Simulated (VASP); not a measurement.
# HfO2: single point with r2SCAN

HfO2:

```
Hf O
1.0
     5.01352    0.00000    0.00000
     0.00000    5.07984    0.00000
    -0.84113    0.00000    5.10743
Hf O
4 8
Direct
  0.27550 0.46030 0.70800
  0.72450 0.96030 0.79200
  0.72450 0.53970 0.29200
  0.27550 0.03970 0.20800
  0.07420 0.16840 0.84670
  0.92580 0.66840 0.65330
  0.92580 0.83160 0.15330
  0.07420 0.33160 0.34670
  0.44870 0.74190 0.98010
  0.55130 0.24190 0.51990
  0.55130 0.25810 0.01990
  0.44870 0.75810 0.48010
```

```
Program             : VASP 6.6.1
Task                : single point
Functional          : r2SCAN
Potentials or basis : VASP PAW PBE potentials, release 64 (Hf_pv, O)
Cutoff              : 520 eV
k mesh              : 5 × 5 × 5
Occupations         : fermi-dirac, width 0.05 eV
Spin                : no spin polarisation
```

```yaml
Pressure: 14.5 GPa
Largest_force: 0.636 eV/Å
Band_gap_on_the_k_mesh: 4.90 eV (least direct gap 4.95 eV)
```

Forces in eV/Å, atoms in the order of the input:
```
Hf   0.456  0.145  0.198
Hf  -0.456  0.145 -0.198
Hf  -0.456 -0.145 -0.198
Hf   0.456 -0.145  0.198
O   -0.518 -0.232 -0.287
O    0.518 -0.232  0.287
O    0.518  0.232  0.287
O   -0.518  0.232 -0.287
O   -0.311  0.057 -0.029
O    0.311  0.057  0.029
O    0.311 -0.057  0.029
O   -0.311 -0.057 -0.029
```

Stress tensor (GPa, compression positive):
```
14.58  0.00  1.31
 0.00 14.15  0.00
 1.31  0.00 14.88
```

Levels at points of the mesh, in eV from the valence-band top:
```csv
k point,band 40,band 41,band 42,band 43,band 44,band 45,band 46,band 47,band 48,band 49
"(0.00, 0.00, 0.00)",-1.00,-0.56,-0.48,-0.12,0.00,5.28,5.94,6.11,6.40,6.59
```

Run time: 12 min on 1 thread of AMD EPYC 9R45 96-Core Processor (Zen 5), on a shared host, peak memory 0.35 GiB.

Caveat: the cell stands under pressure; the PAW data sets were made with another functional, which shifts forces and pressure a little; spin-orbit coupling is left out, which moves the levels of the heavy elements; an odd mesh through Γ misses points on the zone boundary, where band edges can lie.
